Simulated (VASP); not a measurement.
The system is Ti3C2.

```
CELL_PARAMETERS angstrom
3.06660 0.00000 0.00000
-1.53330 2.65576 0.00000
0.00000 0.00000 15.11715
ATOMIC_POSITIONS crystal
Ti 0.00000 0.00000 0.50000
Ti 0.00000 0.00000 0.00000
Ti 0.33333 0.66667 0.65612
Ti 0.66667 0.33333 0.15612
Ti 0.66667 0.33333 0.34388
Ti 0.33333 0.66667 0.84388
C 0.33333 0.66667 0.08590
C 0.66667 0.33333 0.58590
C 0.33333 0.66667 0.41410
C 0.66667 0.33333 0.91410
```

Base run:

```yaml
Program: VASP 6.6.1
Functional: PBEsol
Potentials_or_basis: VASP PAW PBE potentials, release 64 (Ti_sv, C)
Cutoff: 520 eV
k_mesh: 10 × 10 × 2
Occupations: fermi-dirac, width 0.05 eV
Spin: no spin polarisation
Hubbard_terms: Ti d U = 3.0 eV
```

Its results: band gap on the k mesh zero (band 44 reaches 9.48 eV, above the bottom of band 45 at 8.74 eV); pressure 2.6 GPa; largest force 0.160 eV/Å.

Q: The run is repeated on the same cell with these changes: hubbard terms from Ti d U = 3.0 eV to none; further incar settings from ALGO = Normal; EDIFF = 1e-06; NBANDS = 55 to ALGO = Normal; EDIFF = 1e-07; NBANDS = 55. What comes out?

A: Band gap on the k mesh zero (band 44 reaches 8.88 eV, above the bottom of band 45 at 8.33 eV); pressure -4.6 GPa; largest force 0.304 eV/Å.

Caveats: the PAW data sets were made with another functional, which shifts forces and pressure a little; U without spin polarisation on a metal has little footing (some runs); the U is typed as a test and isn't derived for this compound (some runs).
